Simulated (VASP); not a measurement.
Here is a VASP 6.6.1 calculation.

The input INCAR:

```
SYSTEM = TePb
PREC     = Accurate       ! precision mode
ENCUT    = 600            ! plane-wave cutoff, eV
EDIFF    = 1E-8           ! SCF threshold, eV
ISMEAR   = 0              ! smearing method
SIGMA    = 0.01           ! smearing width, eV
LREAL    = .False.        ! projectors in reciprocal space
LASPH    = .True.         ! aspherical terms in the spheres
NELM     = 100            ! most SCF steps
ALGO     = Normal         ! electronic algorithm
ISIF     = 3              ! what is computed and relaxed
LWAVE    = .False.        ! write WAVECAR
LCHARG   = .False.        ! write CHGCAR
GGA      = CA             ! functional
IBRION   = 6              ! ionic algorithm
NFREE    = 2            
POTIM    = 0.015          ! step
NSW      = 1              ! ionic steps
```

The input KPOINTS:

```
regular mesh
0
Gamma
  6 6 6
  0 0 0
```

Contents of POSCAR:

```
TePb
1.0
    0.0000000000      3.0755994117      3.0755994117
    3.0755994117      0.0000000000      3.0755994117
    3.0755994117      3.0755994117      0.0000000000
Te Pb
1 1
Direct
    0.5000000000      0.5000000000      0.5000000000
    0.0000000000      0.0000000000      0.0000000000
```

Potentials or basis: VASP PAW LDA potentials, release 64 (Te, Pb_d).

Command:

```bash
$ cat potpaw_LDA.64/Te/POTCAR potpaw_LDA.64/Pb_d/POTCAR > POTCAR
$ mpirun -np 1 vasp_std > vasp.out
```

Question: What does it give for the elastic constants C11, C12, C44?

Answer: 213, 3, 15 GPa.

Question: What does it give for the Voigt bulk modulus?

Answer: 73 GPa.

Question: What does it give for the highest phonon frequency at Γ, LO-TO splitting left out?

Answer: 69 cm⁻¹.

Elastic tensor in Voigt notation (GPa, in the Cartesian axes of the cell as first typed):
```
213   3   3   0   0   0
  3 213   3   0   0   0
  3   3 213   0   0   0
  0   0   0  15   0   0
  0   0   0   0  15   0
  0   0   0   0   0  15
```

Caveat: the cell is under stress, which shifts elastic constants.
